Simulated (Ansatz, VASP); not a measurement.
One calculation of Ta, two programs

```
CELL_PARAMETERS angstrom
0.00000 2.83979 2.83979
2.83979 0.00000 2.83979
2.83979 2.83979 0.00000
ATOMIC_POSITIONS crystal
Ta 0.83000 0.89000 0.89000
Ta 0.17000 0.11000 0.11000
```

Change from the starting cell: shortest bond scaled by 0.88, LAPW.

Alike in both runs: task single point; functional PBE; k mesh 9 × 9 × 9; occupations fermi-dirac, width 0.05 eV; no spin polarisation.

|  | VASP | Ansatz |
| --- | --- | --- |
| version | VASP 6.6.1 | Ansatz 0.2.0 |
| potentials or method | VASP PAW PBE potentials, release 64 (Ta_pv), cutoff 520 eV | all-electron LAPW, scalar-relativistic |

VASP gave:

| Item | Value |
| --- | --- |
| pressure (GPa) | 25.1 |
| traceless stress, the component that is largest in VASP (GPa) | -17.90 |
| rms of the force components (eV/Å) | 1.855 |

Problem. Which values does Ansatz return?

Solution. Pressure (GPa): 24.2; traceless stress, the component that is largest in VASP (GPa): -17.32; rms of the force components (eV/Å): 1.724.

Atom by atom the forces differ by 0.131 eV/Å (rms over components). Ansatz ran all-electron here, and VASP with PAW potentials.

Spin-orbit coupling is off throughout.
